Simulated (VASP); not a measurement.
Al2Au, 3 atoms in the cell. It takes space group Fm-3m (No. 225, cubic). Conventional cell: a = 6.010 Å, b = 6.010 Å, c = 6.010 Å, α = 90.00°, β = 90.00°, γ = 90.00°. Within 3.4 Å of Al (site symmetry -43m) lie 4 Au at 2.60 Å and 6 Al at 3.01 Å. Au (site symmetry m-3m) has 8 Al at 2.60 Å within 3.4 Å. 

| Property | Result |
| --- | --- |
| Program | VASP 6.6.1 |
| Task | single point |
| Functional | r2SCAN |
| Potentials or basis | VASP PAW PBE potentials, release 64 (Al, Au) |
| Cutoff | 520 eV |
| k mesh | 13 × 13 × 13 |
| Occupations | gaussian, width 0.05 eV |
| Spin | no spin polarisation |
| Dipole correction | no |
| Further INCAR settings | ALGO = Normal; EDIFF = 1e-07; NBANDS = 16 |

Potentials or basis: VASP PAW PBE potentials, release 64 (Al, Au).

Run with:

```sh
$ cat potpaw_PBE.64/Al/POTCAR potpaw_PBE.64/Au/POTCAR > POTCAR
$ cp INCAR.step1 INCAR
$ mpirun -np 1 vasp_std > vasp.out
$ cp INCAR.step2 INCAR
$ mpirun -np 1 vasp_std > vasp.out
```

Hardware: 1 thread of Intel(R) Xeon(R) Platinum 8488C (Sapphire Rapids), with other jobs on the host.

**Question.** Estimate the wall time of this run.

**Answer.** It took 2.6 min on 1 thread of Intel(R) Xeon(R) Platinum 8488C (Sapphire Rapids) (shared host), peak memory 0.23 GiB. Counts: k points 84.
